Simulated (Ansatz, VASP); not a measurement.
## One calculation of Ba, two programs

The input POSCAR:

```
Ba
1.0
    0.0000000000      3.2856689316      3.2856689316
    3.2856689316      0.0000000000      3.2856689316
    3.2856689316      3.2856689316      0.0000000000
Ba
1
Direct
    0.0000000000      0.0000000000      0.0000000000
```

The input INCAR.step1:

```
PREC = Accurate
ENCUT = 520
ISMEAR = -1
SIGMA = 0.05
LREAL = F
LASPH = T
NELM = 100
NBANDS = 11
GGA = PE
ALGO = Normal
EDIFF = 1E-4
LWAVE = T
LCHARG = F
```

File INCAR.step2:

```
PREC = Accurate
ENCUT = 520
EDIFF = 1E-8
ISMEAR = -1
SIGMA = 0.05
LREAL = F
LASPH = T
NELM = 100
ALGO = Normal
ISIF = 2
LWAVE = F
LCHARG = F
METAGGA = R2SCAN
LMIXTAU = T
LEFG = T
NBANDS = 11
ISTART = 1
```

The input KPOINTS:

```
regular mesh
0
Gamma
  9 9 9
```

Input for Ansatz:

```yaml
crystal:
  lattice:
    - [0.0, 3.2856689316, 3.2856689316]
    - [3.2856689316, 0.0, 3.2856689316]
    - [3.2856689316, 3.2856689316, 0.0]
  atoms:
    - { symbol: Ba, position: [0.0, 0.0, 0.0] }
kpoints:
  mp_grid: { grid: [9, 9, 9] }
scf:
  occupations: { method: fermi_dirac, width: 0.05 }
hamiltonian:
  xc: r2scan
  pseudopotentials: { kind: all_electron, datasets: crystal }
output:
  forces: true
  stress: true
  eigenvalues: true
  efg: { contact_densities: true }
```

Change from the starting cell: volume scaled by 1.05, crystal datasets.

Alike in both runs: task electric field gradients; functional r2SCAN; k mesh 9 × 9 × 9; occupations fermi-dirac, width 0.05 eV; no spin polarisation.

|  | VASP | Ansatz |
| --- | --- | --- |
| version | VASP 6.6.1 | Ansatz 0.2.0 |
| potentials or method | VASP PAW PBE potentials, release 64 (Ba_sv), cutoff 520 eV | all-electron PAW with datasets made for the crystal, scalar-relativistic |

|  | VASP | Ansatz | Ansatz less VASP |
| --- | --- | --- | --- |
| pressure (GPa) | -0.4 | -0.4 | -0.03 |

VASP's potentials were made for PBE, not for r2SCAN. Ansatz ran all-electron here, and VASP with PAW potentials.

Spin-orbit coupling is off throughout.
